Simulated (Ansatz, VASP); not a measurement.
One calculation of V, two programs

```
V
1.0
     1.57218    0.90770    3.76469
    -1.57218    0.90770    3.76469
     0.00000   -1.81540    3.76469
V
2
Direct
  0.05770 0.05770 0.05770
  0.94230 0.94230 0.94230
```

Alike in both runs: task single point; functional PBE; k mesh 6 × 6 × 6; occupations gaussian, width 0.1 eV; collinear spin.

|  | VASP | Ansatz |
| --- | --- | --- |
| version | VASP 6.6.1 | Ansatz 0.2.0 |
| potentials or method | VASP PAW PBE potentials, release 64 (V_sv), cutoff 520 eV | scalar-relativistic, plane waves, PAW |
| valence electrons in the cell | 26 | 26 |

```csv
,VASP,Ansatz,Ansatz less VASP
gap on the k mesh at the Fermi level (eV),none,none,-
rms of the force components (eV/Å),55.291,60.159,+4.8678
net moment per atom (μB),0.00,0.00,0.000
```

Atom by atom the forces differ by 4.868 eV/Å (rms over components). A gap of «none» marks a metal or a gap that the smearing closes. Ansatz's warnings: filled band counts differ across k points, seeded moment not kept.

The k mesh is coarse, so the values compare programs but aren't converged.
